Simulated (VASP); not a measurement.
# Sn3GeO4 (P1) in VASP: single point with PBE

Aim: the single point of Sn3GeO4 with PBE.

Everything below comes from runs of VASP 6.6.1. Logs are shortened: lines on timing, memory, paths and dates and some standing lists are left out, and cuts for length are marked.

### 1 The cell of the first run

The typed cell holds 8 atoms: a = 5.733 Å, b = 5.181 Å, c = 5.550 Å, α = 90.82°, β = 92.10°, γ = 90.26°.

### 2 Single point, PBE

INCAR

```
ALGO     = Normal         # electronic algorithm
EDIFF    = 1E-7           # SCF threshold, eV
ENCUT    = 520            # plane-wave cutoff, eV
GGA      = PE             # functional
ISIF     = 2              # what is computed and relaxed
ISMEAR   = 0              # smearing method
LASPH    = T              # aspherical terms in the spheres
LCHARG   = F              # write CHGCAR
LREAL    = F              # projectors in reciprocal space
LWAVE    = F              # write WAVECAR
NBANDS   = 50             # bands
NELM     = 60             # most SCF steps
PREC     = Accurate       # precision mode
SIGMA    = 0.1            # smearing width, eV
```

KPOINTS

```
k-points
0
Gamma
  4 4 4
```

POSCAR

```
Sn3GeO4
1.0
   -0.0247451947     -0.1051595606      5.7323831629
    5.1804951758     -0.0400629497     -0.0017291186
   -0.0367227790      5.5486377930     -0.1018136553
Sn Ge O
3 1 4
Direct
    0.2223859201     -0.0565977840      0.5450084395
    0.2177328227      0.4486136991     -0.0222419164
    0.7718785516      0.4395986554      0.4552197409
    0.7997831370     -0.0596636829      0.0411387259
    0.9103327203      0.8061204954      0.3511804961
    1.0957841348      0.3194239498      0.6263046782
    1.0746668685      0.8178079592      0.8792524233
    0.9074328448      0.2846967081      0.1241374122
```

Potentials or basis: VASP PAW PBE potentials, release 64 (Sn_d, Ge_d, O).

Launch:

```bash
$ cat potpaw_PBE.64/Sn_d/POTCAR potpaw_PBE.64/Ge_d/POTCAR potpaw_PBE.64/O/POTCAR > POTCAR
$ mpirun -np 1 vasp_std > vasp.out
```

OUTCAR:

```text
EDIFF = 1E-7
   ENCUT = 520
   GGA = PE
   ISIF = 2
   ISMEAR = 0
   LASPH = T
   LREAL = F
   NELM = 60
   PREC = Accurate

 ion  position               nearest neighbor table
   1  0.222  0.943  0.545-   6 2.13   5 2.17   7 2.17   2 3.53   2 3.54   3 3.68   3 3.68
   2  0.218  0.449  0.978-   6 2.14   7 2.15   8 2.16   1 3.53   1 3.54   3 3.75
   3  0.772  0.440  0.455-   5 2.15   6 2.15   8 2.17   1 3.68   1 3.68   2 3.75
   4  0.800  0.940  0.041-   8 1.93   7 1.95   5 1.95
   5  0.910  0.806  0.351-   4 1.95   3 2.15   1 2.17
   6  0.096  0.319  0.626-   1 2.13   2 2.14   3 2.15
   7  0.075  0.818  0.879-   4 1.95   2 2.15   1 2.17
   8  0.907  0.285  0.124-   4 1.93   2 2.16   3 2.17

  LATTYP: Found a triclinic cell.
 ALAT       =     9.6065404590
 B/A-ratio  =     0.5968226619
 C/A-ratio  =     0.5392836678
 COS(alpha) =     0.0045077088
 COS(beta)  =     0.5336883277
 COS(gamma) =     0.6204274822

  Lattice vectors:

 A1 = (  -5.1685175915,  -5.6137344039,   5.8359259368)
 A2 = (  -0.0247451947,  -0.1051595606,   5.7323831629)
 A3 = (  -5.1804951758,   0.0400629497,   0.0017291186)

Analysis of symmetry for initial positions (statically):
=====================================================================
 Subroutine PRICEL returns:
 Original cell was already a primitive cell.

 Routine SETGRP: Setting up the symmetry group for a
 triclinic supercell.

 Subroutine GETGRP returns: Found  1 space group operations
 (whereof  1 operations were pure point group operations)
 out of a pool of  2 trial point group operations.

The static configuration has the point symmetry C_1 .

Analysis of symmetry for dynamics (positions and initial velocities):
=====================================================================
 Subroutine PRICEL returns:
 Original cell was already a primitive cell.

 Routine SETGRP: Setting up the symmetry group for a
 triclinic supercell.

 Subroutine GETGRP returns: Found  1 space group operations
 (whereof  1 operations were pure point group operations)
 out of a pool of  2 trial point group operations.

The dynamic configuration has the point symmetry C_1 .

 Subroutine INISYM returns: Found  1 space group operations
 (whereof  1 operations are pure point group operations),
 and found     1 'primitive' translations

----------------------------------------------------------------------------------------

                                     Primitive cell

  volume of cell :     164.7113

  direct lattice vectors                    reciprocal lattice vectors
    -0.024745195 -0.105159561  5.732383163     0.000083013  0.003202625  0.174506625
     5.180495176 -0.040062950 -0.001729119     0.193042028  0.001293344  0.000857038
    -0.036722779  5.548637793 -0.101813655     0.001395399  0.180294450  0.003313494

  length of vectors
     5.733401049  5.180650374  5.549693320     0.174536031  0.193048263  0.180330295

  position of ions in fractional coordinates (direct lattice)
     0.222385920  0.943402216  0.545008440
     0.217732823  0.448613699  0.977758084
     0.771878552  0.439598655  0.455219741
     0.799783137  0.940336317  0.041138726
     0.910332720  0.806120495  0.351180496
     0.095784135  0.319423950  0.626304678
     0.074666869  0.817807959  0.879252423
     0.907432845  0.284696708  0.124137412

  ion indices of the primitive-cell ions
   primitive index   ion index
                 1           1
                 2           2
                 3           3
                 4           4
                 5           5
                 6           6
                 7           7
                 8           8

----------------------------------------------------------------------------------------

 KPOINTS: k-points

Automatic generation of k-mesh.
 Grid dimensions read from file:
 generate k-points for:    4    4    4

 Generating k-lattice:

  Cartesian coordinates                     Fractional coordinates (reciprocal lattice)
     0.000020753  0.000800656  0.043626656     0.250000000  0.000000000  0.000000000
     0.048260507  0.000323336  0.000214259    -0.000000000  0.250000000  0.000000000
     0.000348850  0.045073613  0.000828373    -0.000000000 -0.000000000  0.250000000

  Length of vectors
     0.043634008  0.048262066  0.045082574

  Shift w.r.t. Gamma in fractional coordinates (k-lattice)
     0.000000000  0.000000000  0.000000000

 Subroutine IBZKPT returns following result:
 ===========================================

 Found     36 irreducible k-points:

 Following reciprocal coordinates:
            Coordinates               Weight
  0.000000  0.000000  0.000000      1.000000
  0.250000  0.000000  0.000000      2.000000
  0.500000  0.000000  0.000000      1.000000
  0.000000  0.250000  0.000000      2.000000
  0.250000  0.250000  0.000000      2.000000
  0.500000  0.250000  0.000000      2.000000
[... 16 lines left out ...]
  0.000000 -0.250000  0.250000      2.000000
  0.250000 -0.250000  0.250000      2.000000
 [... further k-points ...]
   k-points           NKPTS =     36   k-points in BZ     NKDIM =     36   number of bands    NBANDS=     50
   number of dos      NEDOS =    301   number of ions     NIONS =      8
   total plane-waves  NPLWV =  80640
   dimension x,y,z NGX =    48 NGY =   40 NGZ =   42
   dimension x,y,z NGXF=    96 NGYF=   80 NGZF=   84
   ions per type =               3   1   4
   NGX,Y,Z   is equivalent  to a cutoff of  13.92, 12.84, 12.58 a.u.
   NGXF,Y,Z  is equivalent  to a cutoff of  27.84, 25.67, 25.16 a.u.
 SYSTEM =  unknown system
   PREC   = accura    normal or accurate (medium, high low for compatibility)
   ISTART =      0    job   : 0-new  1-cont  2-samecut
   ICHARG =      2    charge: 1-file 2-atom 10-const
   ISPIN  =      1    spin polarized calculation?
   LNONCOLLINEAR =      F non collinear calculations
   LSORBIT =      F    spin-orbit coupling
   LASPH  =      T    aspherical Exc in radial PAW
   ENCUT  =  520.0 eV  38.22 Ry    6.18 a.u.  10.66  9.63 10.32*2*pi/ulx,y,z
   NELM   =     60;   NELMIN=  2; NELMDL= -5     # of ELM steps
   EDIFF  = 0.1E-06   stopping-criterion for ELM
   LREAL  =      F    real-space projection
   EDIFFG = 0.1E-05   stopping-criterion for IOM
   NSW    =      0    number of steps for IOM
   IBRION =     -1    ionic relax: 0-MD 1-quasi-New 2-CG
   NFREE  =      0    steps in history (QN), initial steepest desc. (CG)
   ISIF   =      2    stress and relaxation
   ISYM   =      2    0-nonsym 1-usesym 2-fastsym
   POTIM  = 0.5000    time-step for ionic-motion
   TEBEG  =    0.0;   TEEND  =   0.0 temperature during run
   PSTRESS=    0.0 pullay stress
   NELECT =      80.0000    total number of electrons
   NUPDOWN=      -1.0000    fix difference up-down
   EMIN   =  10.00;   EMAX   =-10.00  energy-range for DOS
   EFERMI =   0.00;   METHOD = LEGACY
   ISMEAR =     0;   SIGMA  =   0.10  broadening in eV -4-tet -1-fermi 0-gaus
   EFERMI_NEDOS =   21; number of points for ismear=-14 and -15
   IALGO  =     38    algorithm
   IMIX   =      4    mixing-type and parameters
     AMIX     =   0.40;   BMIX     =  1.00
     AMIX_MAG =   1.60;   BMIX_MAG =  1.00
  volume/ion in A,a.u.               =      20.59       138.94
  Fermi-wavevector in a.u.,A,eV,Ry     =   1.286857  2.431807 22.531264  1.656001
  Thomas-Fermi vector in A             =   2.418906
   LORBIT       =      0    0 simple, 1 ext, 2 COOP (PROOUT), +10 PAW based schemes
   GGA     = PE    functional components
   LHFCALC =     F    Hartree Fock is set to
   AEXX    =    0.0000 exact exchange contribution
   IVDW    =     0    specifies the selected vdW correction
   LEPSILON=     F    determine dielectric tensor
   LRPA    =     F    only Hartree local field effects (RPA)
 non-spin polarized calculation
 Gauss-broadening in eV      SIGMA  =   0.10
  energy-cutoff  :      520.00
  volume of cell :      164.71
 maximum number of plane-waves:      4449
 NGX is ok and might be reduce to    48
   NGX = 21   NGY = 19   NGZ = 21

 number of electron      79.9999999 magnetization

 Free energy of the ion-electron system (eV)
  ---------------------------------------------------
  ext. energy  EPLUGINS =         0.00000000
  ---------------------------------------------------
  free energy    TOTEN  =       -45.92203612 eV

  energy without entropy =      -45.92203612  energy(sigma->0) =      -45.92203612

 E-fermi :   4.6560     XC(G=0):  -9.1763

 val. band max:        4.1574719911   @ k =   0.0000   0.0000   0.0000
 cond. band min:       5.8656196750   @ k =   0.5000   0.2500   0.5000
 fundamental gap:      1.7081476839
 Fermi energy:         4.6560119546

 k-point     1 :       0.0000    0.0000    0.0000
  band No.  band energies     occupation
      1     -20.0631      2.00000
      2     -20.0578      2.00000
      3     -19.9434      2.00000
      4     -19.9357      2.00000
      5     -19.8758      2.00000
      6     -17.3433      2.00000
[... 42 lines left out ...]
     49      10.4039      0.00000
     50      10.6978      0.00000

 k-point     2 :       0.2500    0.0000    0.0000
  band No.  band energies     occupation
      1     -20.0631      2.00000
      2     -20.0578      2.00000
      3     -19.9434      2.00000
      4     -19.9356      2.00000
      5     -19.8758      2.00000
      6     -17.3409      2.00000
[... 42 lines left out ...]
     49      10.2138      0.00000
     50      10.4510      0.00000

 k-point     3 :       0.5000    0.0000    0.0000
  band No.  band energies     occupation
      1     -20.0630      2.00000
      2     -20.0577      2.00000
      3     -19.9434      2.00000
      4     -19.9356      2.00000
      5     -19.8758      2.00000
      6     -17.3385      2.00000
[... 1102 lines left out ...]
     49      10.4246      0.00000
     50      10.6161      0.00000

 k-point    24 :       0.2500   -0.2500    0.2500
  band No.  band energies     occupation
      1     -20.0630      2.00000
      2     -20.0572      2.00000
      3     -19.9435      2.00000
      4     -19.9357      2.00000
      5     -19.8757      2.00000
      6     -17.3055      2.00000
[... 42 lines left out ...]
     49      10.1520      0.00000
     50      10.4445      0.00000

 [... further k-points ...]

------------------------ aborting loop because EDIFF is reached ----------------------------------------

  FORCE on cell =-STRESS in cart. coord.  units (eV):
  Direction    XX          YY          ZZ          XY          YZ          ZX
  --------------------------------------------------------------------------------------
  -------------------------------------------------------------------------------------
  Total        0.1869548      0.1921945      0.3283906      0.0017253     -0.0159194      0.0014425
  in kB        1.8185434      1.8695114      3.1943159      0.0167826     -0.1548513      0.0140310
  external PRESSURE =       2.2941235 kB  Pullay stress =       0.0000000 kB

 VOLUME and BASIS-vectors are now :
 -----------------------------------------------------------------------------
  energy-cutoff  :      520.00
  volume of cell :      164.71
      direct lattice vectors                 reciprocal lattice vectors
    -0.024745195 -0.105159561  5.732383163     0.000083013  0.003202625  0.174506625
     5.180495176 -0.040062950 -0.001729119     0.193042028  0.001293344  0.000857038
    -0.036722779  5.548637793 -0.101813655     0.001395399  0.180294450  0.003313494

 POSITION                                       TOTAL-FORCE (eV/Angst)
 -----------------------------------------------------------------------------------
      4.86177      2.96287      1.21768        -0.016994     -0.026250      0.073395
      2.28275      5.38436      1.14780        -0.012233      0.036265      0.081820
      2.24152      2.42707      4.37760        -0.010014      0.031492     -0.078687
      4.85011      0.10649      4.57885        -0.012635     -0.023198     -0.061145
      4.14068      1.82055      5.18123         0.014520     -0.006134      0.005146
      1.62940      3.45227      0.48475         0.015802     -0.007183     -0.006962
      4.20251      4.83804      0.33709         0.016325      0.008162     -0.015507
      1.44786      0.58196      5.18862         0.005230     -0.013154      0.001940
 -----------------------------------------------------------------------------------
    total drift:                               -0.000177     -0.000692     -0.000458

  FREE ENERGIE OF THE ION-ELECTRON SYSTEM (eV)
  ---------------------------------------------------
  free  energy   TOTEN  =       -45.9220361229 eV

  energy  without entropy=      -45.9220361229  energy(sigma->0) =      -45.92203612
```

It took 4.7 min on 1 thread of Oxide Virtual Turin-like, shared host; peak memory 0.39 GiB.

Results:

```
Free energy            : -45.9220 eV
Pressure               : 0.2 GPa
Largest force          : 0.090 eV/Å
Band gap on the k mesh : 1.71 eV (least direct gap 1.75 eV)
```

Forces in eV/Å, atoms in the order of the input:
```
Sn  -0.017 -0.026  0.073
Sn  -0.012  0.036  0.082
Sn  -0.010  0.031 -0.079
Ge  -0.013 -0.023 -0.061
O    0.015 -0.006  0.005
O    0.016 -0.007 -0.007
O    0.016  0.008 -0.016
O    0.005 -0.013  0.002
```

Caveat: spin-orbit coupling is left out, which moves the levels of the heavy elements.
